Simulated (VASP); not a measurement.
Crystal: ZrTaS3.

```
Zr Ta S
1.0
     4.74308    0.00000    0.00000
     0.00000    4.74308    0.00000
     0.00000    0.00000    4.64074
Zr Ta S
1 1 3
Direct
  0.00000 0.00000 0.50000
  0.50000 0.50000 0.00000
  0.50000 0.50000 0.50000
  0.00000 0.50000 0.00000
  0.50000 0.00000 0.00000
```

The cell was generated, and may not be a known phase.

- Program: VASP 6.6.1
- Task: relaxation of cell and atoms
- Functional: PBE
- Potentials or basis: VASP PAW PBE potentials, release 64 (Zr_sv, Ta_pv, S)
- Cutoff: 600 eV
- k mesh: 4 × 4 × 4
- Occupations: gaussian, width 0.1 eV
- Spin: no spin polarisation

At the start: pressure 1.0 GPa; volume 20.88 Å³/atom.

Problem. How do energy, volume and symmetry change on relaxing?

Solution. Over 5 steps the energy falls by 2.0 meV/atom and the volume is 21.01 Å³/atom (+0.6 %); space group P4/mmm (No. 123, to 0.1 Å) before, Pm-3m (No. 221, to 0.1 Å).

Step by step:
```
step  energy change (eV)  largest force (eV/Å)  pressure (GPa)  volume (Å³)
   1              0.0000                0.0000            0.95       104.40
   2             -0.0044                0.0000           -1.22       106.28
   3             -0.0064                0.0000           -0.44       105.49
   4             -0.0064                0.0000           -0.55       105.60
   5             -0.0101                0.0000           -0.01       105.03
```

Final structure:
```cif
data_structure
_symmetry_space_group_name_H-M 'P 1'
_symmetry_Int_Tables_number 1
_cell_length_a 4.7229
_cell_length_b 4.7229
_cell_length_c 4.7085
_cell_angle_alpha 90.000
_cell_angle_beta 90.000
_cell_angle_gamma 90.000
_cell_volume 105.03
loop_
_atom_site_label
_atom_site_type_symbol
_atom_site_fract_x
_atom_site_fract_y
_atom_site_fract_z
_atom_site_occupancy
Zr1 Zr 0.00000 0.00000 0.50000 1
Ta1 Ta 0.50000 0.50000 0.00000 1
S1 S 0.50000 0.50000 0.50000 1
S2 S 0.00000 0.50000 0.00000 1
S3 S 0.50000 0.00000 0.00000 1
```

Caveat: the highest band is partly filled, so the run has too few bands.
